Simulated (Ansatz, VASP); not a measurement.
## WC in VASP and in Ansatz

INCAR

```
PREC = Accurate
ENCUT = 600
EDIFF = 1E-7
ISMEAR = 0
SIGMA = 0.1
LREAL = F
LASPH = T
NELM = 100
ALGO = Normal
ISIF = 3
LWAVE = F
LCHARG = F
GGA = PS
IBRION = 2
NSW = 100
EDIFFG = -0.05
```

The input KPOINTS:

```
regular mesh
0
Gamma
  8 8 8
```

File POSCAR:

```
WC
1.0
    0.0000000000      2.3920423765      2.3920423765
    2.3920423765      0.0000000000      2.3920423765
    2.3920423765      2.3920423765      0.0000000000
W C
1 1
Direct
    0.0000000000      0.0000000000      0.0000000000
    0.2500000000      0.2500000000      0.2500000000
```

Input for Ansatz:

```yaml
crystal:
  lattice:
    - [0.0, 2.3920423765, 2.3920423765]
    - [2.3920423765, 0.0, 2.3920423765]
    - [2.3920423765, 2.3920423765, 0.0]
  atoms:
    - { symbol: W, position: [0.0, 0.0, 0.0] }
    - { symbol: C, position: [0.25, 0.25, 0.25] }
basis:
  ecutwfc: 420
kpoints:
  mp_grid: { grid: [8, 8, 8] }
hamiltonian:
  xc: pbesol
scf:
  occupations: { method: gaussian, width: 0.1 }
output:
  forces: true
  stress: true
  eigenvalues: true
relax:
  adjacent_minimum: "off"
  f_tol: 0.05
  max_steps: 80
  cell: { stress_tol: 0.5 }
```

Alike in both runs: task relaxation of cell and atoms; functional PBEsol; k mesh 8 × 8 × 8; occupations gaussian, width 0.1 eV; no spin polarisation.

|  | VASP | Ansatz |
| --- | --- | --- |
| version | VASP 6.6.1 | Ansatz 0.2.0 |
| potentials or method | VASP PAW PBE potentials, release 64 (W_sv, C), cutoff 600 eV | scalar-relativistic, plane waves, PAW |
| valence electrons in the cell | 18 | 18 |

VASP gave:

| Item | Value |
| --- | --- |
| gap on the k mesh at the Fermi level, each at its own relaxed structure (eV) | none |
| relaxed volume (Å³/atom) | 12.70 |
| relaxed cell length with the largest relative difference (Å) | 3.300 |

Q: Estimate Ansatz's values.

A: gap on the k mesh at the Fermi level, each at its own relaxed structure (eV): none; relaxed volume (Å³/atom): 12.66; relaxed cell length with the largest relative difference (Å): 3.296.

VASP's potentials were made for PBE, not for PBEsol. A gap of «none» marks a metal or a gap that the smearing closes.

Neither program's run includes spin-orbit coupling.
